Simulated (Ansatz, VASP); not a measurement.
## Cl: VASP beside Ansatz

File INCAR:

```
ALGO = Normal
EDIFF = 1E-6
ENCUT = 520
GGA = PS
ISIF = 2
ISMEAR = -1
LASPH = True
LCHARG = True
LELF = True
LREAL = False
LVHAR = True
LWAVE = False
NBANDS = 10
NELM = 100
PREC = Accurate
SIGMA = 0.08
```

File KPOINTS:

```
k-points
0
Gamma
  15 15 15
```

File POSCAR:

```
Cl
1.0
   -1.6194281940      1.6194281940      1.6194281940
    1.6194281940     -1.6194281940      1.6194281940
    1.6194281940      1.6194281940     -1.6194281940
Cl
1
Direct
    0.0000000000      0.0000000000      0.0000000000
```

Input for Ansatz:

```yaml
crystal:
  lattice:
    - [-1.619428194, 1.619428194, 1.619428194]
    - [1.619428194, -1.619428194, 1.619428194]
    - [1.619428194, 1.619428194, -1.619428194]
  atoms:
    - { symbol: Cl, position: [0.0, 0.0, 0.0] }
kpoints:
  mp_grid: { grid: [15, 15, 15] }
scf:
  occupations: { method: fermi_dirac, width: 0.08 }
hamiltonian:
  xc: pbesol
  pseudopotentials: { kind: all_electron, lapw: { basis_error: 0.001 } }
output:
  forces: true
  stress: true
  eigenvalues: true
  populations: true
```

Change from the starting cell: volume scaled by 0.88, LAPW.

Alike in both runs: task single point; functional PBEsol; k mesh 15 × 15 × 15; occupations fermi-dirac, width 0.08 eV; no spin polarisation.

|  | VASP | Ansatz |
| --- | --- | --- |
| version | VASP 6.6.1 | Ansatz 0.2.0 |
| potentials or method | VASP PAW PBE potentials, release 64 (Cl), cutoff 520 eV | all-electron LAPW, scalar-relativistic |

```tsv
	VASP	Ansatz	Ansatz less VASP
pressure (GPa)	7.9	7.9	+0.09
```

VASP's potentials were made for PBE, not for PBEsol. Ansatz ran all-electron here, and VASP with PAW potentials.
